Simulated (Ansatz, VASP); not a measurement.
# Two plane-wave programs on Li2TaO3

```xyz
6
Lattice="2.8749 0.0000 0.0000 0.0000 2.8749 0.0000 0.0000 0.0000 8.9011" Properties=species:S:1:pos:R:3 pbc="T T T"
Li    0.0000    0.0000    7.5761
Li    1.4375    1.4375    5.5497
Ta    1.4375    1.4375    1.4656
O     0.0000    0.0000    5.7848
O     0.0000    0.0000    2.2102
O     1.4375    1.4375    8.5673
```

Change from the starting cell: species swapped into the MnAl2Cr3 type (P4mm, No. 99).

Alike in both runs: functional PBE; k mesh 14 × 14 × 4; occupations gaussian, width 0.1 eV; no spin polarisation.

Ansatz relaxed the structure, and its values are those at the end. VASP's run is a single point on that final structure, the one shown.

|  | VASP | Ansatz |
| --- | --- | --- |
| version | VASP 6.6.1 | Ansatz 0.2.0 |
| potentials or method | VASP PAW PBE potentials, release 64 (Li_sv, Ta_sv_GW, O), cutoff 880 eV | scalar-relativistic, plane waves, PAW |
| valence electrons in the cell | 37 | 37 |

|  | VASP | Ansatz | Ansatz less VASP |
| --- | --- | --- | --- |
| gap on the k mesh at the Fermi level (eV) | none | none | - |
| pressure (GPa) | 0.3 | 0.0 | -0.32 |
| rms of the force components (eV/Å) | 0.058 | 0.001 | -0.0579 |

A gap of «none» marks a metal or a gap that the smearing closes.

Neither program's run includes spin-orbit coupling.
